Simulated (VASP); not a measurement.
Write the native input for VASP 6.6.1 that does the following.

```yaml
Task: single point
Functional: r2SCAN
Potentials_or_basis: VASP PAW PBE potentials, release 64 (Si, C)
Cutoff: 520 eV
k_mesh: 8 × 8 × 6
Occupations: gaussian, width 0.01 eV
Spin: no spin polarisation
Dipole_correction: no
Further_INCAR_settings: ALGO = Normal; EDIFF = 1e-07; NBANDS = 16
```

SiC:

```xyz
4
Lattice="3.0138 0.0000 0.0000 -1.5069 2.6101 0.0000 0.0000 0.0000 5.1088" Properties=species:S:1:pos:R:3 pbc="T T T"
Si    0.0000    1.7400    0.0235
Si    1.5069    0.8700    2.5779
C     0.0000    1.7400    1.9434
C     1.5069    0.8700    4.4978
```

This cell differs from its parent crystal: in-plane strain -0.02.

The input as run:

POSCAR

```
SiC
1.0
    3.0138295380      0.0000000000      0.0000000000
   -1.5069147690      2.6100529426      0.0000000000
    0.0000000000      0.0000000000      5.1087953580
Si C
2 2
Direct
    0.3333333333      0.6666666667      0.0045985929
    0.6666666667      0.3333333333      0.5045985929
    0.3333333333      0.6666666667      0.3804014071
    0.6666666667      0.3333333333      0.8804014071
```

INCAR.step1

```
SYSTEM = SiC
PREC = Accurate
ENCUT = 520
ISMEAR = 0
SIGMA = 0.01
LREAL = .FALSE.
LASPH = .TRUE.
NELM = 60
NBANDS = 16
GGA = PE
ALGO = Normal
EDIFF = 1E-4
LWAVE = .TRUE.
LCHARG = .FALSE.
```

INCAR.step2

```
SYSTEM = SiC
PREC = Accurate
ENCUT = 520
EDIFF = 1E-7
ISMEAR = 0
SIGMA = 0.01
LREAL = .FALSE.
LASPH = .TRUE.
NELM = 60
ALGO = Normal
ISIF = 2
LWAVE = .FALSE.
LCHARG = .FALSE.
METAGGA = R2SCAN
LMIXTAU = .TRUE.
NBANDS = 16
ISTART = 1
```

KPOINTS

```
regular mesh
0
G
  8 8 6
  0 0 0
```

Potentials or basis: VASP PAW PBE potentials, release 64 (Si, C).

Run with:

```bash
$ cat potpaw_PBE.64/Si/POTCAR potpaw_PBE.64/C/POTCAR > POTCAR
$ cp INCAR.step1 INCAR
$ mpirun -np 1 vasp_std > vasp.out
$ cp INCAR.step2 INCAR
$ mpirun -np 1 vasp_std > vasp.out
```

It gave:

| Item | Value |
| --- | --- |
| Pressure | 7.1 GPa |
| Largest force | 0.295 eV/Å |
| Band gap on the k mesh | 2.75 eV, indirect (least direct gap 4.86 eV) |

Caveat: the cell differs from its parent crystal (in-plane strain -0.02); the PAW data sets were made with another functional, which shifts forces and pressure a little.

It took 61 s on 1 thread of Intel(R) Xeon(R) Platinum 8559C (Emerald Rapids), with other jobs on the host, peak memory 0.16 GiB.
